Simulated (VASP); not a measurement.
Write the native input for VASP 6.6.1 that does the following.

| Property | Result |
| --- | --- |
| Task | relaxation of cell and atoms |
| Functional | PBE |
| Dispersion | D3(BJ) |
| Potentials or basis | VASP PAW PBE potentials, release 64 (C) |
| Cutoff | 600 eV |
| k mesh | 18 × 18 × 2 |
| Occupations | gaussian, width 0.1 eV |
| Spin | no spin polarisation |
| Dipole correction | no |
| Further INCAR settings | ALGO = Normal; EDIFF = 1e-06; IBRION = 2; EDIFFG = -0.02; NSW = 90; ISIF = 3 |

The structure of C lies in POSCAR:

```
C
1.0
    2.4562275060      0.0000000000      0.0000000000
   -1.2281137530      2.1271554177      0.0000000000
    0.0000000000      0.0000000000     24.1339601687
C
4
Direct
    0.0000000000      0.0000000000      0.5704687700
    0.0000000000      0.0000000000      0.4295312300
    0.3333333300      0.6666666700      0.4295245600
    0.6666666700      0.3333333300      0.5704754400
```

These files were run (other wordings do the same):

INCAR

```
SYSTEM = C
PREC = Accurate
ENCUT = 600
EDIFF = 1E-6
ISMEAR = 0
SIGMA = 0.1
LREAL = .False.
LASPH = .True.
NELM = 80
ALGO = Normal
ISIF = 3
LWAVE = .False.
LCHARG = .False.
GGA = PE
IVDW = 12
IBRION = 2
NSW = 90
EDIFFG = -0.02
```

KPOINTS

```
Automatic mesh
0
Gamma
  18 18 2
  0 0 0
```

Potentials or basis: VASP PAW PBE potentials, release 64 (C).

Command:

```sh
$ cat potpaw_PBE.64/C/POTCAR > POTCAR
$ mpirun -np 1 vasp_std > vasp.out
```

It gave:

| Item | Value |
| --- | --- |
| Relaxed cell | a = 2.466 Å, b = 2.466 Å, c = 24.127 Å, α = 90.00°, β = 90.00°, γ = 120.00° |
| Space group after relaxing (to 0.05 Å) | P-3m1 (No. 164) |
| Energy gained by relaxing | 1.1 meV/atom |
| Ionic steps | 3 |
| Largest force after relaxing | 0.003 eV/Å |
| Band gap on the k mesh | zero (filled and empty bands touch) |
| Dispersion energy per atom | -0.119 eV |

Run time: 3.7 min on 1 thread of Intel(R) Xeon(R) 6975P-C (Granite Rapids), with other jobs on the host, peak memory 0.34 GiB.
